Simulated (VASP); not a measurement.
Here is a VASP 6.6.1 calculation.

The input INCAR:

```
SYSTEM = BaTe
PREC = Accurate ; ENCUT = 520
EDIFF = 1E-7 ; ISMEAR = -1
SIGMA = 0.02 ; LREAL = .False.
LASPH = .True. ; NELM = 80
ALGO = Normal ; ISIF = 2
LWAVE = .False. ; LCHARG = .False.
GGA = PE ; NBANDS = 15
```

Contents of KPOINTS:

```
Automatic mesh
0
Gamma
  6 6 6
  0 0 0
```

The input POSCAR:

```
BaTe
1.0
    0.0000000000      3.5323868249      3.5323868249
    3.5323868249      0.0000000000      3.5323868249
    3.5323868249      3.5323868249      0.0000000000
Ba Te
1 1
Direct
    0.0000000000      0.0000000000      0.0000000000
    0.5000000000      0.5000000000      0.5000000000
```

Potentials or basis: VASP PAW PBE potentials, release 64 (Ba_sv, Te).

Run with:

```sh
$ cat potpaw_PBE.64/Ba_sv/POTCAR potpaw_PBE.64/Te/POTCAR > POTCAR
$ mpirun -np 1 vasp_std > vasp.out
```

Problem. Estimate the pressure.

Solution. 0.3 GPa.

Problem. What does it give for the band gap on the k mesh?

Solution. 1.58 eV (least direct gap 1.96 eV).

Caveat: spin-orbit coupling is left out, which moves the levels of the heavy elements. A k mesh can miss the band edges.
